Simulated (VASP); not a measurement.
Here is a VASP 6.6.1 calculation.

The input INCAR:

```
SYSTEM = GaNi
PREC = Accurate
ENCUT = 520
EDIFF = 1E-6
ISMEAR = -1
SIGMA = 0.1
LREAL = .FALSE.
LASPH = .TRUE.
NELM = 150
ALGO = Normal
ISIF = 2
LWAVE = .FALSE.
LCHARG = .FALSE.
ISPIN = 2
MAGMOM = 0 1
LORBIT = 11
LMAXMIX = 4
GGA = PS
NBANDS = 22
```

Contents of KPOINTS:

```
Automatic mesh
0
G
  8 8 8
  0 0 0
```

Contents of POSCAR:

```
GaNi
1.0
    2.8860000000      0.0000000000      0.0000000000
    0.0000000000      2.8860000000      0.0000000000
    0.0000000000      0.0000000000      2.8860000000
Ga Ni
1 1
Direct
    0.0000000000      0.0000000000      0.0000000000
    0.5000000000      0.5000000000      0.5000000000
```

Potentials or basis: VASP PAW PBE potentials, release 64 (Ga_d, Ni).

Launch:

```bash
$ cat potpaw_PBE.64/Ga_d/POTCAR potpaw_PBE.64/Ni/POTCAR > POTCAR
$ mpirun -np 1 vasp_std > vasp.out
```

Problem. Predict the net moment.

Solution. 0.00 μB per cell.

Problem. What does it give for the pressure?

Solution. -1.8 GPa.

Caveat: the PAW data sets were made with another functional, which shifts forces and pressure a little.
